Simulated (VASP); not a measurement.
# BN (P6_3/mmc) in VASP: a series of runs

The runs below take BN through single point, with LDA.

All numbers are computed with VASP 6.6.1; they aren't measurements. Logs are shortened: lines on timing, memory, paths and dates and some standing lists are left out, and cuts for length are marked.

## Step 1: The cell of the first run

It takes space group P6_3/mmc (No. 194, hexagonal). Conventional cell: a = 2.485 Å, b = 2.485 Å, c = 6.172 Å, α = 90.00°, β = 90.00°, γ = 120.00°. B (site symmetry -6m2) has 3 N at 1.43 Å within 1.9 Å. Within 1.9 Å of N (site symmetry -6m2) lie 3 B at 1.43 Å.

## Step 2: Single point, LDA

INCAR

```
PREC = Accurate
ENCUT = 600
EDIFF = 1E-6
ISMEAR = 0
SIGMA = 0.01
LREAL = False
LASPH = True
NELM = 120
ALGO = Normal
ISIF = 2
LWAVE = False
LCHARG = True
LELF = True
LVHAR = True
NBANDS = 16
GGA_COMPAT = False
```

KPOINTS

```
regular mesh
0
Gamma
  10 10 4
```

POSCAR

```
BN
1.0
    2.4851714517      0.0000000000      0.0000000000
   -1.2425857259      2.1522216100      0.0000000000
    0.0000000000      0.0000000000      6.1722718069
B N
2 2
Direct
    0.3333333333      0.6666666667      0.2500000000
    0.6666666667      0.3333333333      0.7500000000
    0.3333333333      0.6666666667      0.7500000000
    0.6666666667      0.3333333333      0.2500000000
```

Potentials or basis: VASP PAW LDA potentials, release 64 (B, N).

The run is started by

```sh
$ cat potpaw_LDA.64/B/POTCAR potpaw_LDA.64/N/POTCAR > POTCAR
$ mpirun -np 1 vasp_std > vasp.out
```

OUTCAR:

```text
PREC = Accurate
   ENCUT = 600
   EDIFF = 1E-6
   ISMEAR = 0
   LREAL = False
   LASPH = True
   NELM = 120
   ISIF = 2

 ion  position               nearest neighbor table
   1  0.333  0.667  0.250-   4 1.43   4 1.43   4 1.43
   2  0.667  0.333  0.750-   3 1.43   3 1.43   3 1.43
   3  0.333  0.667  0.750-   2 1.43   2 1.43   2 1.43
   4  0.667  0.333  0.250-   1 1.43   1 1.43   1 1.43

  LATTYP: Found a hexagonal cell.
 ALAT       =     2.4851714517
 C/A-ratio  =     2.4836402344

  Lattice vectors:

 A1 = (   2.4851714517,   0.0000000000,   0.0000000000)
 A2 = (  -1.2425857259,   2.1522216100,   0.0000000000)
 A3 = (   0.0000000000,   0.0000000000,   6.1722718069)

Analysis of symmetry for initial positions (statically):
=====================================================================
 Subroutine PRICEL returns:
 Original cell was already a primitive cell.

 Routine SETGRP: Setting up the symmetry group for a
 hexagonal supercell.

 Subroutine GETGRP returns: Found 24 space group operations
 (whereof 12 operations were pure point group operations)
 out of a pool of 24 trial point group operations.

The static configuration has the point symmetry D_3d.
 The point group associated with its full space group is D_6h.

Analysis of symmetry for dynamics (positions and initial velocities):
=====================================================================
 Subroutine PRICEL returns:
 Original cell was already a primitive cell.

 Routine SETGRP: Setting up the symmetry group for a
 hexagonal supercell.

 Subroutine GETGRP returns: Found 24 space group operations
 (whereof 12 operations were pure point group operations)
 out of a pool of 24 trial point group operations.

The dynamic configuration has the point symmetry D_3d.
 The point group associated with its full space group is D_6h.

 Subroutine INISYM returns: Found 24 space group operations
 (whereof 12 operations are pure point group operations),
 and found     1 'primitive' translations

----------------------------------------------------------------------------------------

                                     Primitive cell

  volume of cell :      33.0133

  direct lattice vectors                    reciprocal lattice vectors
     2.485171452  0.000000000  0.000000000     0.402386724  0.232318084  0.000000000
    -1.242585726  2.152221610  0.000000000     0.000000000  0.464636167  0.000000000
     0.000000000  0.000000000  6.172271807     0.000000000  0.000000000  0.162014900
[... 91 lines left out ...]
   NSW    =      0    number of steps for IOM
   IBRION =     -1    ionic relax: 0-MD 1-quasi-New 2-CG
   NFREE  =      0    steps in history (QN), initial steepest desc. (CG)
   ISIF   =      2    stress and relaxation
   ISYM   =      2    0-nonsym 1-usesym 2-fastsym
   POTIM  = 0.5000    time-step for ionic-motion
   TEBEG  =    0.0;   TEEND  =   0.0 temperature during run
   PSTRESS=    0.0 pullay stress
   NELECT =      16.0000    total number of electrons
   NUPDOWN=      -1.0000    fix difference up-down
   EMIN   =  10.00;   EMAX   =-10.00  energy-range for DOS
   EFERMI =   0.00;   METHOD = LEGACY
   ISMEAR =     0;   SIGMA  =   0.01  broadening in eV -4-tet -1-fermi 0-gaus
   EFERMI_NEDOS =   21; number of points for ismear=-14 and -15
   IALGO  =     38    algorithm
   IMIX   =      4    mixing-type and parameters
     AMIX     =   0.40;   BMIX     =  1.00
     AMIX_MAG =   1.60;   BMIX_MAG =  1.00
  volume/ion in A,a.u.               =       8.25        55.70
  Fermi-wavevector in a.u.,A,eV,Ry     =   1.285934  2.430063 22.498953  1.653626
  Thomas-Fermi vector in A             =   2.418039
   LORBIT       =      0    0 simple, 1 ext, 2 COOP (PROOUT), +10 PAW based schemes
   GGA     = CA    functional components
   LHFCALC =     F    Hartree Fock is set to
   AEXX    =    0.0000 exact exchange contribution
   IVDW    =     0    specifies the selected vdW correction
   LEPSILON=     F    determine dielectric tensor
   LRPA    =     F    only Hartree local field effects (RPA)
 non-spin polarized calculation
 Gauss-broadening in eV      SIGMA  =   0.01
  energy-cutoff  :      600.00
  volume of cell :       33.01
 maximum number of plane-waves:      1130
 NGX is ok and might be reduce to    20
   NGX =  9   NGY =  9   NGZ = 25

 number of electron      16.0000002 magnetization

 Free energy of the ion-electron system (eV)
  ---------------------------------------------------
  ext. energy  EPLUGINS =         0.00000000
  ---------------------------------------------------
  free energy    TOTEN  =       -38.57445623 eV

  energy without entropy =      -38.57445623  energy(sigma->0) =      -38.57445623

 E-fermi :   3.0121     XC(G=0): -11.0244

 val. band max:        2.9561053214   @ k =   0.3000   0.3000   0.0000
 cond. band min:       6.8995589841   @ k =   0.5000   0.0000   0.0000
 fundamental gap:      3.9434536627
 Fermi energy:         3.0120683459

 k-point     1 :       0.0000    0.0000    0.0000
  band No.  band energies     occupation
      1     -14.9500      2.00000
      2     -14.4205      2.00000
      3      -3.9285      2.00000
      4      -0.8626      2.00000
      5       1.5580      2.00000
      6       1.5580      2.00000
[... 433 lines left out ...]
      3      -5.7625      2.00000
      4      -5.6682      2.00000
      5      -1.8111      2.00000
      6      -1.7158      2.00000
[... 8 lines left out ...]
     15      18.4681      0.00000
     16      22.2716      0.00000

 [... further k-points ...]

------------------------ aborting loop because EDIFF is reached ----------------------------------------

  FORCE on cell =-STRESS in cart. coord.  units (eV):
  Direction    XX          YY          ZZ          XY          YZ          ZX
  --------------------------------------------------------------------------------------
  -------------------------------------------------------------------------------------
  Total        0.5331406      0.5331406      0.3496151     -0.0000000      0.0000000      0.0000000
  in kB       25.8740237     25.8740237     16.9672869     -0.0000000      0.0000000      0.0000000
  external PRESSURE =      22.9051115 kB  Pullay stress =       0.0000000 kB

 VOLUME and BASIS-vectors are now :
 -----------------------------------------------------------------------------
  energy-cutoff  :      600.00
  volume of cell :       33.01
      direct lattice vectors                 reciprocal lattice vectors
     2.485171452  0.000000000  0.000000000     0.402386724  0.232318084  0.000000000
    -1.242585726  2.152221610  0.000000000     0.000000000  0.464636167  0.000000000
     0.000000000  0.000000000  6.172271807     0.000000000  0.000000000  0.162014900

 POSITION                                       TOTAL-FORCE (eV/Angst)
 -----------------------------------------------------------------------------------
     -0.00000      1.43481      1.54307        -0.000000      0.000000      0.000000
      1.24259      0.71741      4.62920         0.000000     -0.000000      0.000000
     -0.00000      1.43481      4.62920         0.000000     -0.000000      0.000000
      1.24259      0.71741      1.54307        -0.000000     -0.000000      0.000000
 -----------------------------------------------------------------------------------
    total drift:                               -0.000000      0.000000     -0.000000

  FREE ENERGIE OF THE ION-ELECTRON SYSTEM (eV)
  ---------------------------------------------------
  free  energy   TOTEN  =       -38.5744562314 eV

  energy  without entropy=      -38.5744562314  energy(sigma->0) =      -38.57445623
```

OSZICAR:

```text
N       E                     dE             d eps       ncg     rms          rms(c)
DAV:   1     0.473443367808E+02    0.47344E+02   -0.87114E+03  1344   0.104E+03
DAV:   2    -0.397258002688E+02   -0.87070E+02   -0.79116E+02  1864   0.223E+02
DAV:   3    -0.425830427455E+02   -0.28572E+01   -0.28470E+01  1736   0.391E+01
DAV:   4    -0.425967305112E+02   -0.13688E-01   -0.13685E-01  1680   0.316E+00
DAV:   5    -0.425968387905E+02   -0.10828E-03   -0.10828E-03  1720   0.257E-01    0.112E+01
DAV:   6    -0.390503437839E+02    0.35465E+01   -0.55448E+00  1632   0.181E+01    0.484E+00
DAV:   7    -0.386902010701E+02    0.36014E+00   -0.51016E-01  1808   0.510E+00    0.299E+00
DAV:   8    -0.385798601406E+02    0.11034E+00   -0.25627E-01  1712   0.346E+00    0.463E-01
DAV:   9    -0.385744867958E+02    0.53733E-02   -0.15364E-02  1616   0.986E-01    0.186E-01
DAV:  10    -0.385744471789E+02    0.39617E-04   -0.67353E-04  1704   0.198E-01    0.241E-02
DAV:  11    -0.385744563690E+02   -0.91900E-05   -0.28454E-05  1624   0.431E-02    0.171E-02
DAV:  12    -0.385744562314E+02    0.13759E-06   -0.52074E-06  1640   0.169E-02
   1 F= -.38574456E+02 E0= -.38574456E+02  d E =-.211846E-17
```

stdout:

```text
POSCAR found type information on POSCAR B N
 POSCAR found :  2 types and       4 ions
 scaLAPACK will be used
 LDA part: xc-table for (Slater(with rela. corr.)+CA(PZ))
 , standard interpolation
 POSCAR, INCAR and KPOINTS ok, starting setup
 FFT: planning ... GRIDC
 FFT: planning ... GRID_SOFT
 FFT: planning ... GRID
 WAVECAR not read
 entering main loop
```

Wall time 9 s (1 thread of Intel Xeon 6975P-C (Granite Rapids), shared host); peak memory 0.14 GiB.

What came out:

```yaml
Free_energy: -38.5745 eV
Pressure: 2.3 GPa
Band_gap_on_the_k_mesh: 3.94 eV, indirect (least direct gap 4.30 eV)
```

Stress tensor (GPa, compression positive):
```
2.59 0.00 0.00
0.00 2.59 0.00
0.00 0.00 1.70
```

A k mesh can miss the band edges. As with any semilocal functional, this LDA gap is likely too small.

## Step 3: Single point, LDA

INCAR

```
SYSTEM = BN
PREC = Accurate ; ENCUT = 600
EDIFF = 1E-6 ; ISMEAR = 0
SIGMA = 0.01 ; LREAL = .FALSE.
LASPH = .TRUE. ; NELM = 120
ALGO = Normal ; ISIF = 2
LWAVE = .FALSE. ; LCHARG = .FALSE.
GGA = CA ; NBANDS = 16
GGA_COMPAT = .FALSE.
```

KPOINTS

```
Automatic mesh
0
G
  10 10 4
  0 0 0
```

POSCAR is that of step 2.

Potentials or basis: VASP PAW LDA potentials, release 64 (B, N).

The run is started by

```sh
$ cat potpaw_LDA.64/B/POTCAR potpaw_LDA.64/N/POTCAR > POTCAR
$ mpirun -np 1 vasp_std > vasp.out
```

OUTCAR:

```text
SYSTEM = BN
   PREC = Accurate
   ENCUT = 600
   EDIFF = 1E-6
   ISMEAR = 0
   LREAL = .FALSE.
   LASPH = .TRUE.
   NELM = 120
   ISIF = 2
   GGA = CA

 ion  position               nearest neighbor table
   1  0.333  0.667  0.250-   4 1.43   4 1.43   4 1.43
   2  0.667  0.333  0.750-   3 1.43   3 1.43   3 1.43
   3  0.333  0.667  0.750-   2 1.43   2 1.43   2 1.43
   4  0.667  0.333  0.250-   1 1.43   1 1.43   1 1.43

  LATTYP: Found a hexagonal cell.
 ALAT       =     2.4851714517
 C/A-ratio  =     2.4836402344

  Lattice vectors:

 A1 = (   2.4851714517,   0.0000000000,   0.0000000000)
 A2 = (  -1.2425857259,   2.1522216100,   0.0000000000)
 A3 = (   0.0000000000,   0.0000000000,   6.1722718069)

Analysis of symmetry for initial positions (statically):
=====================================================================
 Subroutine PRICEL returns:
 Original cell was already a primitive cell.

 Routine SETGRP: Setting up the symmetry group for a
 hexagonal supercell.

 Subroutine GETGRP returns: Found 24 space group operations
 (whereof 12 operations were pure point group operations)
 out of a pool of 24 trial point group operations.

The static configuration has the point symmetry D_3d.
 The point group associated with its full space group is D_6h.

Analysis of symmetry for dynamics (positions and initial velocities):
=====================================================================
 Subroutine PRICEL returns:
 Original cell was already a primitive cell.

 Routine SETGRP: Setting up the symmetry group for a
 hexagonal supercell.

 Subroutine GETGRP returns: Found 24 space group operations
 (whereof 12 operations were pure point group operations)
 out of a pool of 24 trial point group operations.

The dynamic configuration has the point symmetry D_3d.
 The point group associated with its full space group is D_6h.

 Subroutine INISYM returns: Found 24 space group operations
[... 123 lines left out ...]
  Fermi-wavevector in a.u.,A,eV,Ry     =   1.285934  2.430063 22.498953  1.653626
  Thomas-Fermi vector in A             =   2.418039
   LORBIT       =      0    0 simple, 1 ext, 2 COOP (PROOUT), +10 PAW based schemes
   GGA     = CA    functional components
   LHFCALC =     F    Hartree Fock is set to
   AEXX    =    0.0000 exact exchange contribution
   IVDW    =     0    specifies the selected vdW correction
   LEPSILON=     F    determine dielectric tensor
   LRPA    =     F    only Hartree local field effects (RPA)
 non-spin polarized calculation
 Gauss-broadening in eV      SIGMA  =   0.01
  energy-cutoff  :      600.00
  volume of cell :       33.01
 maximum number of plane-waves:      1130
 NGX is ok and might be reduce to    20
   NGX =  9   NGY =  9   NGZ = 25

 number of electron      16.0000002 magnetization

 Free energy of the ion-electron system (eV)
  ---------------------------------------------------
  ext. energy  EPLUGINS =         0.00000000
  ---------------------------------------------------
  free energy    TOTEN  =       -38.57445623 eV

  energy without entropy =      -38.57445623  energy(sigma->0) =      -38.57445623

 E-fermi :   3.0121     XC(G=0): -11.0244

 val. band max:        2.9561053214   @ k =   0.3000   0.3000   0.0000
 cond. band min:       6.8995589841   @ k =   0.5000   0.0000   0.0000
 fundamental gap:      3.9434536627
 Fermi energy:         3.0120683459

 k-point     1 :       0.0000    0.0000    0.0000
  band No.  band energies     occupation
      1     -14.9500      2.00000
      2     -14.4205      2.00000
      3      -3.9285      2.00000
      4      -0.8626      2.00000
      5       1.5580      2.00000
      6       1.5580      2.00000
[... 433 lines left out ...]
      3      -5.7625      2.00000
      4      -5.6682      2.00000
      5      -1.8111      2.00000
      6      -1.7158      2.00000
[... 8 lines left out ...]
     15      18.4681      0.00000
     16      22.2716      0.00000

 [... further k-points ...]

------------------------ aborting loop because EDIFF is reached ----------------------------------------

  FORCE on cell =-STRESS in cart. coord.  units (eV):
  Direction    XX          YY          ZZ          XY          YZ          ZX
  --------------------------------------------------------------------------------------
  -------------------------------------------------------------------------------------
  Total        0.5331406      0.5331406      0.3496151     -0.0000000      0.0000000      0.0000000
  in kB       25.8740237     25.8740237     16.9672869     -0.0000000      0.0000000      0.0000000
  external PRESSURE =      22.9051115 kB  Pullay stress =       0.0000000 kB

 VOLUME and BASIS-vectors are now :
 -----------------------------------------------------------------------------
  energy-cutoff  :      600.00
  volume of cell :       33.01
      direct lattice vectors                 reciprocal lattice vectors
     2.485171452  0.000000000  0.000000000     0.402386724  0.232318084  0.000000000
    -1.242585726  2.152221610  0.000000000     0.000000000  0.464636167  0.000000000
     0.000000000  0.000000000  6.172271807     0.000000000  0.000000000  0.162014900

 POSITION                                       TOTAL-FORCE (eV/Angst)
 -----------------------------------------------------------------------------------
     -0.00000      1.43481      1.54307        -0.000000      0.000000      0.000000
      1.24259      0.71741      4.62920         0.000000     -0.000000      0.000000
     -0.00000      1.43481      4.62920         0.000000     -0.000000      0.000000
      1.24259      0.71741      1.54307        -0.000000     -0.000000      0.000000
 -----------------------------------------------------------------------------------
    total drift:                               -0.000000      0.000000     -0.000000

  FREE ENERGIE OF THE ION-ELECTRON SYSTEM (eV)
  ---------------------------------------------------
  free  energy   TOTEN  =       -38.5744562314 eV

  energy  without entropy=      -38.5744562314  energy(sigma->0) =      -38.57445623
```

OSZICAR:

```text
N       E                     dE             d eps       ncg     rms          rms(c)
DAV:   1     0.473443367808E+02    0.47344E+02   -0.87114E+03  1344   0.104E+03
DAV:   2    -0.397258002688E+02   -0.87070E+02   -0.79116E+02  1864   0.223E+02
DAV:   3    -0.425830427455E+02   -0.28572E+01   -0.28470E+01  1736   0.391E+01
DAV:   4    -0.425967305112E+02   -0.13688E-01   -0.13685E-01  1680   0.316E+00
DAV:   5    -0.425968387905E+02   -0.10828E-03   -0.10828E-03  1720   0.257E-01    0.112E+01
DAV:   6    -0.390503437839E+02    0.35465E+01   -0.55448E+00  1632   0.181E+01    0.484E+00
DAV:   7    -0.386902010701E+02    0.36014E+00   -0.51016E-01  1808   0.510E+00    0.299E+00
DAV:   8    -0.385798601406E+02    0.11034E+00   -0.25627E-01  1712   0.346E+00    0.463E-01
DAV:   9    -0.385744867958E+02    0.53733E-02   -0.15364E-02  1616   0.986E-01    0.186E-01
DAV:  10    -0.385744471789E+02    0.39617E-04   -0.67353E-04  1704   0.198E-01    0.241E-02
DAV:  11    -0.385744563690E+02   -0.91900E-05   -0.28454E-05  1624   0.431E-02    0.171E-02
DAV:  12    -0.385744562314E+02    0.13759E-06   -0.52074E-06  1640   0.169E-02
   1 F= -.38574456E+02 E0= -.38574456E+02  d E =-.211846E-17
```

stdout:

```text
POSCAR found type information on POSCAR B N
 POSCAR found :  2 types and       4 ions
 scaLAPACK will be used
 LDA part: xc-table for (Slater(with rela. corr.)+CA(PZ))
 , standard interpolation
 POSCAR, INCAR and KPOINTS ok, starting setup
 FFT: planning ... GRIDC
 FFT: planning ... GRID_SOFT
 FFT: planning ... GRID
 WAVECAR not read
 entering main loop
```

Wall time 8.5 s (1 thread of Intel Xeon 6975P-C (Granite Rapids), shared host); peak memory 0.14 GiB.

Results:

```yaml
Free_energy: -38.5745 eV
Pressure: 2.3 GPa
Band_gap_on_the_k_mesh: 3.94 eV, indirect (least direct gap 4.30 eV)
```

Stress tensor (GPa, compression positive):
```
2.59 0.00 0.00
0.00 2.59 0.00
0.00 0.00 1.70
```

Levels at points of the mesh, in eV from the valence-band top:
```tsv
k point	band 6	band 7	band 8	band 9	band 10	band 11
(0.00, 0.00, 0.00)	-1.40	-1.32	-1.32	5.45	10.96	11.50
(0.50, 0.00, 0.00)	-4.17	-1.86	-0.36	3.94	5.88	9.70
(0.00, 0.00, 0.50)	-1.36	-1.36	-1.36	8.31	8.31	11.60
(0.50, 0.00, 0.50)	-4.23	-1.05	-1.05	4.50	4.50	10.12
```

A k mesh can miss the band edges. A hybrid or GW would open this gap; LDA tends to underestimate it.
